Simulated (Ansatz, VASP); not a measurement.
## Two plane-wave programs on SnSe

```
CELL_PARAMETERS angstrom
0.00000 2.64542 2.64542
2.64542 0.00000 2.64542
2.64542 2.64542 0.00000
ATOMIC_POSITIONS crystal
Sn 0.00000 0.00000 0.00000
Se 0.50000 0.50000 0.50000
```

Alike in both runs: task relaxation of cell and atoms; functional PBE; k mesh 13 × 13 × 13; occupations fermi-dirac, width 0.05 eV; no spin polarisation.

|  | VASP | Ansatz |
| --- | --- | --- |
| version | VASP 6.6.1 | Ansatz 0.2.0 |
| potentials or method | VASP PAW PBE potentials, release 64 (Sn_d, Se) | PAW with Ansatz's default frozen-core files, scalar-relativistic |
| plane-wave cutoff (eV) | 600 | 420 |
| valence electrons in the cell | 20 | 30 |

|  | VASP | Ansatz | Ansatz less VASP |
| --- | --- | --- | --- |
| relaxed volume (Å³/atom) | 27.86 | 27.85 | -0.004 |
| relaxed length of the cell vector where the two differ most in proportion (Å) | 4.287 | 4.287 | -0.0002 |

VASP's potentials hold 20 valence electrons a cell and Ansatz's 30, so a difference there can come from the potentials and not from the codes.

Noted on VASP's run: the volume moved by over 15 % at a fixed basis, so the end points are rough.
